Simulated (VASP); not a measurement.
# Ti (Cmmm) in VASP: single point with PBE

Aim: the single point of Ti with PBE.

Program: VASP 6.6.1. These are calculated values, not measurements. Logs are shortened: lines on timing, memory, paths and dates and some standing lists are left out, and cuts for length are marked.

### 1 The cell of the first run

Symmetry: Cmmm, No. 65, orthorhombic system. The conventional cell has a = 4.894 Å, b = 7.304 Å, c = 5.532 Å, α = 90.00°, β = 90.00°, γ = 90.00°. Within 3.2 Å of Ti (site symmetry 2) lie 6 Ti at 2.45 to 2.77 Å. Within 3.4 Å of Ti (site symmetry mmm) lie 8 Ti at 2.60 Å.

### 2 Single point, PBE

File INCAR:

```
PREC = Accurate ; ENCUT = 520
EDIFF = 1E-7 ; ISMEAR = 0
SIGMA = 0.1 ; LREAL = F
LASPH = T ; NELM = 100
ALGO = Normal ; ISIF = 2
LWAVE = F ; LCHARG = F
GGA = PE ; NBANDS = 38
```

File KPOINTS:

```
Automatic mesh
0
Gamma
  4 4 4
```

File POSCAR:

```
Ti
1.0
    2.4469475940     -3.6522395324      0.0000000000
    2.4469475940      3.6522395324      0.0000000000
    0.0000000000      0.0000000000      5.5319131367
Ti
5
Direct
    0.5000000000      0.0000000000      0.2500000000
    0.0000000000      0.5000000000      0.7500000000
    0.0000000000      0.5000000000      0.2500000000
    0.5000000000      0.0000000000      0.7500000000
    0.0000000000      0.0000000000      0.0000000000
```

Potentials or basis: VASP PAW PBE potentials, release 64 (Ti_sv).

Started as:

```sh
$ cat potpaw_PBE.64/Ti_sv/POTCAR > POTCAR
$ mpirun -np 1 vasp_std > vasp.out
```

OUTCAR:

```text
PREC = Accurate
   ENCUT = 520
   EDIFF = 1E-7
   ISMEAR = 0
   LREAL = F
   LASPH = T
   NELM = 100
   ISIF = 2
   GGA = PE

 ion  position               nearest neighbor table
   1  0.500  0.000  0.250-   3 2.45   3 2.45   5 2.60   5 2.60   4 2.77   4 2.77
   2  0.000  0.500  0.750-   4 2.45   4 2.45   5 2.60   5 2.60   3 2.77   3 2.77
   3  0.000  0.500  0.250-   1 2.45   1 2.45   5 2.60   5 2.60   2 2.77   2 2.77
   4  0.500  0.000  0.750-   2 2.45   2 2.45   5 2.60   5 2.60   1 2.77   1 2.77
   5  0.000  0.000  0.000-   1 2.60   2 2.60   3 2.60   4 2.60   2 2.60   3 2.60   1 2.60   4 2.60

  LATTYP: Found a base centered orthorhombic cell.
 ALAT       =     4.8938951880
 B/A-ratio  =     1.4925695758
 C/A-ratio  =     1.1303701702

  Lattice vectors:

 A1 = (   2.4469475940,  -3.6522395324,   0.0000000000)
 A2 = (   2.4469475940,   3.6522395324,   0.0000000000)
 A3 = (   0.0000000000,   0.0000000000,   5.5319131367)

Analysis of symmetry for initial positions (statically):
=====================================================================
 Subroutine PRICEL returns:
 Original cell was already a primitive cell.

 Routine SETGRP: Setting up the symmetry group for a
 base centered orthorhombic supercell.

 Subroutine GETGRP returns: Found  8 space group operations
 (whereof  8 operations were pure point group operations)
 out of a pool of  8 trial point group operations.

The static configuration has the point symmetry D_2h.

Analysis of symmetry for dynamics (positions and initial velocities):
=====================================================================
 Subroutine PRICEL returns:
 Original cell was already a primitive cell.

 Routine SETGRP: Setting up the symmetry group for a
 base centered orthorhombic supercell.

 Subroutine GETGRP returns: Found  8 space group operations
 (whereof  8 operations were pure point group operations)
 out of a pool of  8 trial point group operations.

The dynamic configuration has the point symmetry D_2h.

 Subroutine INISYM returns: Found  8 space group operations
 (whereof  8 operations are pure point group operations),
 and found     1 'primitive' translations

----------------------------------------------------------------------------------------

                                     Primitive cell

  volume of cell :      98.8756
[... 90 lines left out ...]
   NELM   =    100;   NELMIN=  2; NELMDL= -5     # of ELM steps
   EDIFF  = 0.1E-06   stopping-criterion for ELM
   LREAL  =      F    real-space projection
   EDIFFG = 0.1E-05   stopping-criterion for IOM
   NSW    =      0    number of steps for IOM
   IBRION =     -1    ionic relax: 0-MD 1-quasi-New 2-CG
   NFREE  =      0    steps in history (QN), initial steepest desc. (CG)
   ISIF   =      2    stress and relaxation
   ISYM   =      2    0-nonsym 1-usesym 2-fastsym
   POTIM  = 0.5000    time-step for ionic-motion
   TEBEG  =    0.0;   TEEND  =   0.0 temperature during run
   PSTRESS=    0.0 pullay stress
   NELECT =      60.0000    total number of electrons
   NUPDOWN=      -1.0000    fix difference up-down
   EMIN   =  10.00;   EMAX   =-10.00  energy-range for DOS
   EFERMI =   0.00;   METHOD = LEGACY
   ISMEAR =     0;   SIGMA  =   0.10  broadening in eV -4-tet -1-fermi 0-gaus
   EFERMI_NEDOS =   21; number of points for ismear=-14 and -15
   IALGO  =     38    algorithm
   IMIX   =      4    mixing-type and parameters
     AMIX     =   0.40;   BMIX     =  1.00
     AMIX_MAG =   1.60;   BMIX_MAG =  1.00
  volume/ion in A,a.u.               =      19.78       133.45
  Fermi-wavevector in a.u.,A,eV,Ry     =   1.385997  2.619154 26.136608  1.920987
  Thomas-Fermi vector in A             =   2.510354
   LORBIT       =      0    0 simple, 1 ext, 2 COOP (PROOUT), +10 PAW based schemes
   GGA     = PE    functional components
   LHFCALC =     F    Hartree Fock is set to
   AEXX    =    0.0000 exact exchange contribution
   IVDW    =     0    specifies the selected vdW correction
   LEPSILON=     F    determine dielectric tensor
   LRPA    =     F    only Hartree local field effects (RPA)
 non-spin polarized calculation
 Gauss-broadening in eV      SIGMA  =   0.10
  energy-cutoff  :      520.00
  volume of cell :       98.88
 maximum number of plane-waves:      2680
 NGX is ok and might be reduce to    36
   NGX = 17   NGY = 17   NGZ = 21

 number of electron      59.9999997 magnetization

 Free energy of the ion-electron system (eV)
  ---------------------------------------------------
  ext. energy  EPLUGINS =         0.00000000
  ---------------------------------------------------
  free energy    TOTEN  =       -33.36234381 eV

  energy without entropy =      -33.32377470  energy(sigma->0) =      -33.34305925

 E-fermi :   6.5482     XC(G=0): -10.6127

 val. band max:        6.5435247585   @ k =   0.5000   0.0000   0.5000
 cond. band min:       6.5665081537   @ k =   0.5000   0.5000   0.5000
 fundamental gap:      0.0229833952
 Fermi energy:         6.5482314270

 k-point     1 :       0.0000    0.0000    0.0000
  band No.  band energies     occupation
      1     -49.9260      2.00000
      2     -49.8223      2.00000
      3     -49.6333      2.00000
      4     -49.5637      2.00000
      5     -49.1789      2.00000
      6     -26.8844      2.00000
[... 850 lines left out ...]
     37       8.4043      0.00000
     38       8.7495      0.00000

------------------------ aborting loop because EDIFF is reached ----------------------------------------

  FORCE on cell =-STRESS in cart. coord.  units (eV):
  Direction    XX          YY          ZZ          XY          YZ          ZX
  --------------------------------------------------------------------------------------
  -------------------------------------------------------------------------------------
  Total        6.4518497      0.3660932      3.9324849      0.0000000      0.0000000      0.0000000
  in kB      104.5455506      5.9321619     63.7218508      0.0000000      0.0000000      0.0000000
  external PRESSURE =      58.0665211 kB  Pullay stress =       0.0000000 kB

 VOLUME and BASIS-vectors are now :
 -----------------------------------------------------------------------------
  energy-cutoff  :      520.00
  volume of cell :       98.88
      direct lattice vectors                 reciprocal lattice vectors
     2.446947594 -3.652239532  0.000000000     0.204336211 -0.136902302  0.000000000
     2.446947594  3.652239532  0.000000000     0.204336211  0.136902302  0.000000000
     0.000000000  0.000000000  5.531913137     0.000000000  0.000000000  0.180769288

 POSITION                                       TOTAL-FORCE (eV/Angst)
 -----------------------------------------------------------------------------------
      1.22347     -1.82612      1.38298        -0.000000      0.000000      0.468837
      1.22347      1.82612      4.14893         0.000000      0.000000     -0.468837
      1.22347      1.82612      1.38298         0.000000     -0.000000      0.468837
      1.22347     -1.82612      4.14893        -0.000000     -0.000000     -0.468837
      0.00000      0.00000      0.00000        -0.000000      0.000000      0.000000
 -----------------------------------------------------------------------------------
    total drift:                                0.000000     -0.000000      0.000000

  FREE ENERGIE OF THE ION-ELECTRON SYSTEM (eV)
  ---------------------------------------------------
  free  energy   TOTEN  =       -33.3623438075 eV

  energy  without entropy=      -33.3237746950  energy(sigma->0) =      -33.34305925
```

It took 2.9 min on 1 thread of Intel Xeon 8259CL, shared host; peak memory 0.24 GiB.

What came out:

```yaml
Free_energy: -33.3623 eV
Pressure: 5.8 GPa
Largest_force: 0.469 eV/Å
Band_gap_on_the_k_mesh: zero (bands 30 and 31 overlap by 0.48 eV)
```

Forces on the atoms (eV/Å):
```
Ti   0.000  0.000  0.469
Ti   0.000  0.000 -0.469
Ti   0.000  0.000  0.469
Ti   0.000  0.000 -0.469
Ti   0.000  0.000  0.000
```

Levels at points of the mesh, in eV from the Fermi level:
```tsv
k point	band 27	band 28	band 29	band 30	band 31	band 32	band 33	band 34
(0.00, 0.00, 0.00)	-0.98	-0.46	-0.26	-0.21	0.09	0.13	0.54	0.84
(0.50, 0.00, 0.00)	-0.50	-0.47	-0.18	0.09	0.16	0.46	0.78	1.27
(0.50, 0.50, 0.00)	-0.48	-0.42	-0.41	-0.35	-0.28	0.40	0.66	1.41
(0.00, 0.00, 0.50)	-0.86	-0.84	-0.81	-0.27	0.02	0.48	0.73	1.02
(0.50, 0.00, 0.50)	-0.45	-0.09	0.00	0.10	0.10	0.51	1.15	1.21
(0.50, 0.50, 0.50)	-0.85	-0.64	-0.27	-0.16	-0.05	0.02	0.74	0.84
```

Caveat: the k points lie up to 0.39 Å⁻¹ apart.
